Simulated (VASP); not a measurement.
Set up this calculation in VASP 6.6.1, as the native input.

```
Task                   : single point
Functional             : PBE
Potentials or basis    : VASP PAW PBE potentials, release 64 (Pb_d, F)
Cutoff                 : 520 eV
k mesh                 : 8 × 8 × 8
Occupations            : gaussian, width 0.05 eV
Spin                   : no spin polarisation
Dipole correction      : no
Further INCAR settings : ALGO = Normal; EDIFF = 1e-06; NBANDS = 21
```

The structure of PbF2 lies in POSCAR:

```
PbF2
1.0
    0.0556846875      2.9698500000      2.9698500000
    3.0255346875      0.0000000000      3.0255346875
    2.9698500000      2.9698500000      0.0556846875
Pb F
1 2
Direct
    0.0000000000      0.0000000000      0.0000000000
    0.2500000000      0.2500000000      0.2500000000
    0.7500000000      0.7500000000      0.7500000000
```

This cell differs from its parent crystal: strain +0.0375 x Voigt [0, 0, 0, 0, 1, 0].

These files were run (other wordings do the same):

INCAR

```
SYSTEM = PbF2
PREC = Accurate ; ENCUT = 520
EDIFF = 1E-6 ; ISMEAR = 0
SIGMA = 0.05 ; LREAL = .False.
LASPH = .True. ; NELM = 100
ALGO = Normal ; ISIF = 2
LWAVE = .False. ; LCHARG = .True.
GGA = PE ; LELF = .True.
LVHAR = .True. ; NBANDS = 21
```

KPOINTS

```
Automatic mesh
0
Gamma
  8 8 8
  0 0 0
```

Potentials or basis: VASP PAW PBE potentials, release 64 (Pb_d, F).

Run with:

```console
$ cat potpaw_PBE.64/Pb_d/POTCAR potpaw_PBE.64/F/POTCAR > POTCAR
$ mpirun -np 1 vasp_std > vasp.out
```

Results of the run:

* Pressure: 2.1 GPa
* Largest force: 0.107 eV/Å
* Band gap on the k mesh: 4.40 eV, indirect (least direct gap 4.55 eV)

Caveat: the cell differs from its parent crystal (strain +0.0375 x Voigt [0, 0, 0, 0, 1, 0]); spin-orbit coupling is left out, which moves the levels of the heavy elements.

It took 31 s on 1 thread of Intel(R) Xeon(R) 6975P-C (Granite Rapids), on a shared host, peak memory 0.23 GiB.
